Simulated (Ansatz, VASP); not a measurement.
# One calculation of BaTe, two programs

File POSCAR:

```
BaTe
1.0
    3.4605910169      3.4605910169      0.0000000000
   -3.4605910169      3.4605910169      0.0000000000
    0.0000000000      3.4605910169      3.5503581561
Ba Te
1 1
Direct
    0.0000000000      0.0000000000      0.0000000000
    0.5000000000      0.5000000000      0.0000000000
```

The input INCAR.step1:

```
ALGO     = Normal         # electronic algorithm
EDIFF    = 1E-4           # SCF threshold, eV
ENCUT    = 520            # plane-wave cutoff, eV
GGA      = PE             # functional
ISMEAR   = 0              # smearing method
LASPH    = True           # aspherical terms in the spheres
LCHARG   = False          # write CHGCAR
LREAL    = False          # projectors in reciprocal space
LWAVE    = True           # write WAVECAR
NBANDS   = 15             # bands
NELM     = 80             # most SCF steps
PREC     = Accurate       # precision mode
SIGMA    = 0.01           # smearing width, eV
```

INCAR.step2

```
ALGO     = Normal         # electronic algorithm
EDIFF    = 1E-7           # SCF threshold, eV
ENCUT    = 520            # plane-wave cutoff, eV
ISIF     = 2              # what is computed and relaxed
ISMEAR   = 0              # smearing method
ISTART   = 1            
LASPH    = True           # aspherical terms in the spheres
LCHARG   = False          # write CHGCAR
LMIXTAU  = True         
LREAL    = False          # projectors in reciprocal space
LWAVE    = False          # write WAVECAR
METAGGA  = R2SCAN         # meta-GGA
NBANDS   = 15             # bands
NELM     = 80             # most SCF steps
PREC     = Accurate       # precision mode
SIGMA    = 0.01           # smearing width, eV
```

File KPOINTS:

```
k-points
0
Gamma
  6 6 6
```

Input for Ansatz:

```yaml
crystal:
  lattice:
    - [3.46059101686, 3.46059101686, 0.0]
    - [-3.46059101686, 3.46059101686, 0.0]
    - [0.0, 3.46059101686, 3.55035815614]
  atoms:
    - { symbol: Ba, position: [0.0, 0.0, 0.0] }
    - { symbol: Te, position: [0.5, 0.5, 0.0] }
kpoints:
  mp_grid: { grid: [6, 6, 6] }
scf:
  occupations: { method: fixed }
  convergence: { dr2_threshold: 1.0e-10 }
hamiltonian:
  xc: r2scan
  pseudopotentials: { kind: paw }
output:
  forces: true
  stress: true
  eigenstates:
    kpoints:
      - [0.0, 0.0, 0.0]
      - [-0.5, 0.5, 0.0]
      - [-0.5, -0.5, -0.5]
      - [0.0, 0.0, -0.5]
      - [0.0, -0.5, -0.5]
      - [0.0, 0.5, 0.0]
      - [-0.5, 0.0, 0.0]
      - [-0.5, 0.0, -0.5]
  eigenvalues: true
```

Change from the starting cell: film at in-plane strain -0.02.

Alike in both runs: task single point; functional r2SCAN; k mesh 6 × 6 × 6; no spin polarisation.

|  | VASP | Ansatz |
| --- | --- | --- |
| version | VASP 6.6.1 | Ansatz 0.2.0 |
| potentials or method | VASP PAW PBE potentials, release 64 (Ba_sv, Te) | PAW with Ansatz's default frozen-core files, scalar-relativistic |
| plane-wave cutoff (eV) | 520 | 500 |
| occupations | gaussian, width 0.01 eV | fixed |
| valence electrons in the cell | 16 | 26 |

```csv
,VASP,Ansatz,Ansatz less VASP
gap on the k mesh at the Fermi level (eV),1.83,1.91,+0.081
pressure (GPa),1.6,1.2,-0.36
"traceless stress, the component that is largest in VASP (GPa)",-1.29,-1.23,+0.068
```

VASP's potentials were made for PBE, not for r2SCAN. VASP's potentials hold 16 valence electrons a cell and Ansatz's 26, so a difference there can come from the potentials and not from the codes.

Spin-orbit coupling is off throughout.
